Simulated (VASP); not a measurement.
# ZnGe2N3 (P4/mmm) in VASP: single point with PBE

Aim: the single point of ZnGe2N3 with PBE.

Program: VASP 6.6.1. These are calculated values, not measurements. Logs are shortened: lines on timing, memory, paths and dates and some standing lists are left out, and cuts for length are marked.

### 1 The cell of the first run

Symmetry: P4/mmm, No. 123, tetragonal system. The conventional cell has a = 3.747 Å, b = 3.747 Å, c = 9.608 Å, α = 90.00°, β = 90.00°, γ = 90.00°. Within 2.5 Å of Zn (site symmetry 4/mmm) lie 4 N at 1.87 Å. Ge (site symmetry 4mm) has 1 N at 1.75 Å within 2.3 Å. Within 2.5 Å of N (site symmetry mmm) lie 2 Zn at 1.87 Å. Within 2.3 Å of N (site symmetry 4/mmm) lie 2 Ge at 1.75 Å.

The cell was built from a structure type or drawn by symmetry, and may not be a known phase.

### 2 Single point, PBE

Contents of INCAR:

```
SYSTEM = ZnGe2N3
PREC = Accurate
ENCUT = 520
EDIFF = 1E-6
ISMEAR = 0
SIGMA = 0.1
LREAL = .FALSE.
LASPH = .TRUE.
NELM = 100
ALGO = Normal
ISIF = 2
LWAVE = .FALSE.
LCHARG = .FALSE.
GGA = PE
NBANDS = 36
```

Contents of KPOINTS:

```
regular mesh
0
G
  10 10 4
  0 0 0
```

Contents of POSCAR:

```
ZnGe2N3
1.0
    3.7473727362      0.0000000000      0.0000000000
    0.0000000000      3.7473727362      0.0000000000
    0.0000000000      0.0000000000      9.6075668927
Zn Ge N
1 2 3
Direct
    0.0000000000      0.0000000000      0.0000000000
    0.0000000000      0.0000000000      0.3176196199
    0.0000000000      0.0000000000      0.6823803801
    0.0000000000      0.5000000000      0.0000000000
    0.5000000000      0.0000000000      0.0000000000
    0.0000000000      0.0000000000      0.5000000000
```

Potentials or basis: VASP PAW PBE potentials, release 64 (Zn, Ge_d, N).

Run with:

```
> cat potpaw_PBE.64/Zn/POTCAR potpaw_PBE.64/Ge_d/POTCAR potpaw_PBE.64/N/POTCAR > POTCAR
> mpirun -np 1 vasp_std > vasp.out
```

OUTCAR:

```text
SYSTEM = ZnGe2N3
   PREC = Accurate
   ENCUT = 520
   EDIFF = 1E-6
   ISMEAR = 0
   LREAL = .FALSE.
   LASPH = .TRUE.
   NELM = 100
   ISIF = 2
   GGA = PE

 ion  position               nearest neighbor table
   1  0.000  0.000  0.000-   4 1.87   5 1.87   4 1.87   5 1.87
   2  0.000  0.000  0.318-   6 1.75
   3  0.000  0.000  0.682-   6 1.75
   4  0.000  0.500  0.000-   1 1.87   1 1.87
   5  0.500  0.000  0.000-   1 1.87   1 1.87
   6  0.000  0.000  0.500-   2 1.75   3 1.75

  LATTYP: Found a simple tetragonal cell.
 ALAT       =     3.7473727362
 C/A-ratio  =     2.5638140556

  Lattice vectors:

 A1 = (   3.7473727362,   0.0000000000,   0.0000000000)
 A2 = (   0.0000000000,   3.7473727362,   0.0000000000)
 A3 = (   0.0000000000,   0.0000000000,   9.6075668927)

Analysis of symmetry for initial positions (statically):
=====================================================================
 Subroutine PRICEL returns:
 Original cell was already a primitive cell.

 Routine SETGRP: Setting up the symmetry group for a
 simple tetragonal supercell.

 Subroutine GETGRP returns: Found 16 space group operations
 (whereof 16 operations were pure point group operations)
 out of a pool of 16 trial point group operations.

The static configuration has the point symmetry D_4h.

Analysis of symmetry for dynamics (positions and initial velocities):
=====================================================================
 Subroutine PRICEL returns:
 Original cell was already a primitive cell.

 Routine SETGRP: Setting up the symmetry group for a
 simple tetragonal supercell.

 Subroutine GETGRP returns: Found 16 space group operations
 (whereof 16 operations were pure point group operations)
 out of a pool of 16 trial point group operations.

The dynamic configuration has the point symmetry D_4h.

 Subroutine INISYM returns: Found 16 space group operations
 (whereof 16 operations are pure point group operations),
 and found     1 'primitive' translations

----------------------------------------------------------------------------------------

                                     Primitive cell

  volume of cell :     134.9172

  direct lattice vectors                    reciprocal lattice vectors
     3.747372736  0.000000000  0.000000000     0.266853625  0.000000000  0.000000000
     0.000000000  3.747372736  0.000000000     0.000000000  0.266853625  0.000000000
     0.000000000  0.000000000  9.607566893     0.000000000  0.000000000  0.104084625

  length of vectors
     3.747372736  3.747372736  9.607566893     0.266853625  0.266853625  0.104084625

  position of ions in fractional coordinates (direct lattice)
     0.000000000  0.000000000  0.000000000
     0.000000000  0.000000000  0.317619620
     0.000000000  0.000000000  0.682380380
     0.000000000  0.500000000  0.000000000
     0.500000000  0.000000000  0.000000000
     0.000000000  0.000000000  0.500000000

  ion indices of the primitive-cell ions
   primitive index   ion index
                 1           1
                 2           2
                 3           3
                 4           4
                 5           5
                 6           6

----------------------------------------------------------------------------------------

 KPOINTS: regular mesh

Automatic generation of k-mesh.
 Grid dimensions read from file:
 generate k-points for:   10   10    4

 Generating k-lattice:

  Cartesian coordinates                     Fractional coordinates (reciprocal lattice)
     0.026685363  0.000000000  0.000000000     0.100000000  0.000000000  0.000000000
     0.000000000  0.026685363  0.000000000     0.000000000  0.100000000  0.000000000
     0.000000000  0.000000000  0.026021156     0.000000000  0.000000000  0.250000000

  Length of vectors
     0.026685363  0.026685363  0.026021156

  Shift w.r.t. Gamma in fractional coordinates (k-lattice)
     0.000000000  0.000000000  0.000000000

 Subroutine IBZKPT returns following result:
 ===========================================

 Found     63 irreducible k-points:

 Following reciprocal coordinates:
            Coordinates               Weight
  0.000000  0.000000  0.000000      1.000000
  0.100000  0.000000  0.000000      4.000000
  0.200000  0.000000  0.000000      4.000000
  0.300000  0.000000  0.000000      4.000000
  0.400000  0.000000  0.000000      4.000000
  0.500000  0.000000  0.000000      2.000000
[... 16 lines left out ...]
  0.100000  0.000000  0.250000      8.000000
  0.200000  0.000000  0.250000      8.000000
 [... further k-points ...]
   k-points           NKPTS =     63   k-points in BZ     NKDIM =     63   number of bands    NBANDS=     36
   number of dos      NEDOS =    301   number of ions     NIONS =      6
   total plane-waves  NPLWV =  56448
   dimension x,y,z NGX =    28 NGY =   28 NGZ =   72
   dimension x,y,z NGXF=    56 NGYF=   56 NGZF=  144
   ions per type =               1   2   3
   NGX,Y,Z   is equivalent  to a cutoff of  12.42, 12.42, 12.46 a.u.
   NGXF,Y,Z  is equivalent  to a cutoff of  24.84, 24.84, 24.92 a.u.
 SYSTEM =  ZnGe2N3
   PREC   = accura    normal or accurate (medium, high low for compatibility)
   ISTART =      0    job   : 0-new  1-cont  2-samecut
   ICHARG =      2    charge: 1-file 2-atom 10-const
   ISPIN  =      1    spin polarized calculation?
   LNONCOLLINEAR =      F non collinear calculations
   LSORBIT =      F    spin-orbit coupling
   LASPH  =      T    aspherical Exc in radial PAW
   ENCUT  =  520.0 eV  38.22 Ry    6.18 a.u.   6.97  6.97 17.86*2*pi/ulx,y,z
   NELM   =    100;   NELMIN=  2; NELMDL= -5     # of ELM steps
   EDIFF  = 0.1E-05   stopping-criterion for ELM
   LREAL  =      F    real-space projection
   EDIFFG = 0.1E-04   stopping-criterion for IOM
   NSW    =      0    number of steps for IOM
   IBRION =     -1    ionic relax: 0-MD 1-quasi-New 2-CG
   NFREE  =      0    steps in history (QN), initial steepest desc. (CG)
   ISIF   =      2    stress and relaxation
   ISYM   =      2    0-nonsym 1-usesym 2-fastsym
   POTIM  = 0.5000    time-step for ionic-motion
   TEBEG  =    0.0;   TEEND  =   0.0 temperature during run
   PSTRESS=    0.0 pullay stress
   NELECT =      55.0000    total number of electrons
   NUPDOWN=      -1.0000    fix difference up-down
   EMIN   =  10.00;   EMAX   =-10.00  energy-range for DOS
   EFERMI =   0.00;   METHOD = LEGACY
   ISMEAR =     0;   SIGMA  =   0.10  broadening in eV -4-tet -1-fermi 0-gaus
   EFERMI_NEDOS =   21; number of points for ismear=-14 and -15
   IALGO  =     38    algorithm
   IMIX   =      4    mixing-type and parameters
     AMIX     =   0.40;   BMIX     =  1.00
     AMIX_MAG =   1.60;   BMIX_MAG =  1.00
  volume/ion in A,a.u.               =      22.49       151.74
  Fermi-wavevector in a.u.,A,eV,Ry     =   1.213873  2.293888 20.048024  1.473488
  Thomas-Fermi vector in A             =   2.349311
   LORBIT       =      0    0 simple, 1 ext, 2 COOP (PROOUT), +10 PAW based schemes
   GGA     = PE    functional components
   LHFCALC =     F    Hartree Fock is set to
   AEXX    =    0.0000 exact exchange contribution
   IVDW    =     0    specifies the selected vdW correction
   LEPSILON=     F    determine dielectric tensor
   LRPA    =     F    only Hartree local field effects (RPA)
 non-spin polarized calculation
 Gauss-broadening in eV      SIGMA  =   0.10
  energy-cutoff  :      520.00
  volume of cell :      134.92
 maximum number of plane-waves:      3664
 NGX is ok and might be reduce to    28
   NGX = 13   NGY = 13   NGZ = 35

 number of electron      54.9999993 magnetization

 Free energy of the ion-electron system (eV)
  ---------------------------------------------------
  ext. energy  EPLUGINS =         0.00000000
  ---------------------------------------------------
  free energy    TOTEN  =       -25.55169248 eV

  energy without entropy =      -25.53397092  energy(sigma->0) =      -25.54283170

 E-fermi :   0.4306     XC(G=0):  -8.2378

 val. band max:        0.4284250191   @ k =   0.2000   0.1000   0.2500
 cond. band min:       0.4388657186   @ k =   0.2000   0.0000   0.2500
 fundamental gap:      0.0104406995
 Fermi energy:         0.4305882213

 k-point     1 :       0.0000    0.0000    0.0000
  band No.  band energies     occupation
      1     -24.1331      2.00000
      2     -24.1327      2.00000
      3     -24.1236      2.00000
      4     -24.1233      2.00000
      5     -24.0959      2.00000
      6     -24.0355      2.00000
[... 28 lines left out ...]
     35       6.1850      0.00000
     36       6.2977      0.00000

 k-point     2 :       0.1000    0.0000    0.0000
  band No.  band energies     occupation
      1     -24.1324      2.00000
      2     -24.1320      2.00000
      3     -24.1238      2.00000
      4     -24.1235      2.00000
      5     -24.0957      2.00000
      6     -24.0352      2.00000
[... 28 lines left out ...]
     35       6.5100      0.00000
     36       6.5482      0.00000

 k-point     3 :       0.2000    0.0000    0.0000
  band No.  band energies     occupation
      1     -24.1308      2.00000
      2     -24.1304      2.00000
      3     -24.1243      2.00000
      4     -24.1241      2.00000
      5     -24.0951      2.00000
      6     -24.0347      2.00000
[... 28 lines left out ...]
     35       6.8135      0.00000
     36       7.0261      0.00000
[... 742 lines left out ...]
 k-point    23 :       0.1000    0.0000    0.2500
  band No.  band energies     occupation
      1     -24.1324      2.00000
      2     -24.1320      2.00000
      3     -24.1238      2.00000
      4     -24.1235      2.00000
      5     -24.0956      2.00000
      6     -24.0353      2.00000
[... 28 lines left out ...]
     35       5.9008      0.00000
     36       7.0454      0.00000

 k-point    24 :       0.2000    0.0000    0.2500
  band No.  band energies     occupation
      1     -24.1308      2.00000
      2     -24.1304      2.00000
      3     -24.1243      2.00000
      4     -24.1241      2.00000
      5     -24.0951      2.00000
      6     -24.0347      2.00000
[... 28 lines left out ...]
     35       6.3750      0.00000
     36       7.3359      0.00000

 [... further k-points ...]

------------------------ aborting loop because EDIFF is reached ----------------------------------------

  FORCE on cell =-STRESS in cart. coord.  units (eV):
  Direction    XX          YY          ZZ          XY          YZ          ZX
  --------------------------------------------------------------------------------------
  -------------------------------------------------------------------------------------
  Total        0.2597530      0.2597530     -0.4015386      0.0000000      0.0000000     -0.0000000
  in kB        3.0846365      3.0846365     -4.7683777      0.0000000      0.0000000     -0.0000000
  external PRESSURE =       0.4669651 kB  Pullay stress =       0.0000000 kB

 VOLUME and BASIS-vectors are now :
 -----------------------------------------------------------------------------
  energy-cutoff  :      520.00
  volume of cell :      134.92
      direct lattice vectors                 reciprocal lattice vectors
     3.747372736  0.000000000  0.000000000     0.266853625  0.000000000  0.000000000
     0.000000000  3.747372736  0.000000000     0.000000000  0.266853625  0.000000000
     0.000000000  0.000000000  9.607566893     0.000000000  0.000000000  0.104084625

 POSITION                                       TOTAL-FORCE (eV/Angst)
 -----------------------------------------------------------------------------------
      0.00000      0.00000      0.00000         0.000000      0.000000      0.000000
      0.00000      0.00000      3.05155         0.000000     -0.000000      0.101524
      0.00000      0.00000      6.55602        -0.000000     -0.000000     -0.101524
      0.00000      1.87369      0.00000         0.000000      0.000000      0.000000
      1.87369      0.00000      0.00000         0.000000      0.000000      0.000000
      0.00000      0.00000      4.80378         0.000000      0.000000      0.000000
 -----------------------------------------------------------------------------------
    total drift:                               -0.000000     -0.000000      0.000000

  FREE ENERGIE OF THE ION-ELECTRON SYSTEM (eV)
  ---------------------------------------------------
  free  energy   TOTEN  =       -25.5516924830 eV

  energy  without entropy=      -25.5339709153  energy(sigma->0) =      -25.54283170
```

It took 5.4 min on 1 thread of Intel Xeon Platinum 8259CL at 2.50GHz (Skylake/Cascade Lake), shared host; peak memory 0.41 GiB.

Results:

```yaml
Free_energy: -25.5517 eV
Pressure: 0.0 GPa
Largest_force: 0.102 eV/Å
Band_gap_on_the_k_mesh: zero (an odd number of electrons rules out a gap without spin polarisation)
```

Forces on the atoms (eV/Å):
```
Zn   0.000  0.000  0.000
Ge   0.000  0.000  0.102
Ge   0.000  0.000 -0.102
N    0.000  0.000  0.000
N    0.000  0.000  0.000
N    0.000  0.000  0.000
```
